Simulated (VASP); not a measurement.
Write the native input for VASP 6.6.1 that does the following.

```
Task                   : single point
Functional             : PBE
Dispersion             : D3(BJ)
Potentials or basis    : VASP PAW PBE potentials, release 64 (O, H, N)
Cutoff                 : 520 eV
k mesh                 : 1 × 1 × 1
Occupations            : fermi-dirac, width 0.02 eV
Spin                   : no spin polarisation
Dipole correction      : no
Further INCAR settings : LREAL = Auto; ALGO = Normal; EDIFF = 1e-06; NBANDS = 45
```

The structure of H15NO6 lies in POSCAR:

```
H15NO6
1.0
    5.8196320000      0.0000000000      0.0000000000
    0.0000000000      5.8196320000      0.0000000000
    0.0000000000      0.0000000000      5.8196320000
O H N
6 15 1
Direct
    0.9832752311      0.2753095041      0.1337197953
    0.4113318505      0.3206388308      0.3616379867
    0.7229494923      0.6944940848      0.1876922802
    0.1525354180      0.2229178752      0.7259050057
    0.6378925678      0.9561772978      0.5482305410
    0.3096243886      0.6929647785      0.0088665400
    1.1316523107      0.2873893057      0.2117659673
    0.8797978979      0.4182566870      0.1708011778
    0.5449313634      0.4334810174      0.3314642575
    0.3667414022      0.3442313878      0.5273357491
    0.5639188182      0.7019859675      0.1322764051
    0.6907825100      0.8078861344      0.3126142684
    0.0605192906      0.3022356053      0.8345716705
    0.1103506201      0.0515668345      0.7237055539
    0.6308818152      0.9058132885      0.7084984068
    0.5227993798      1.0535374058      0.5112694411
    0.2238629522      0.7101995453     -0.1248704385
    0.2925270876      0.5200156986      0.0160834912
   -0.0034022770      0.6776373489      0.4551318709
    0.1198013895      0.8958470226      0.3922069299
    0.2676973389      0.6526014016      0.5044305207
    0.1312454121      0.7638799154      0.5220948679
```

The input as run:

INCAR

```
SYSTEM = H15NO6
  PREC = Accurate
  ENCUT = 520
  EDIFF = 1E-6
  ISMEAR = -1
  SIGMA = 0.02
  LREAL = Auto
  LASPH = .True.
  NELM = 80
  ALGO = Normal
  ISIF = 2
  LWAVE = .False.
  LCHARG = .True.
  GGA = PE
  IVDW = 12
  LELF = .True.
  LVHAR = .True.
  NBANDS = 45
```

KPOINTS

```
Automatic mesh
0
Gamma
  1 1 1
  0 0 0
```

Potentials or basis: VASP PAW PBE potentials, release 64 (O, H, N).

Launch:

```bash
$ cat potpaw_PBE.64/O/POTCAR potpaw_PBE.64/H/POTCAR potpaw_PBE.64/N/POTCAR > POTCAR
$ mpirun -np 1 vasp_gam > vasp.out
```

Results of the run:

```yaml
Pressure: 0.9 GPa
Largest_force: 5.052 eV/Å
Band_gap_on_the_k_mesh: 4.27 eV
Dispersion_energy_per_atom: -0.039 eV
```

Caveat: the k points lie up to 1.08 Å⁻¹ apart.

It used 37 s of CPU time on 1 thread of AMD EPYC 7R13 Processor (Zen 3) (shared host).
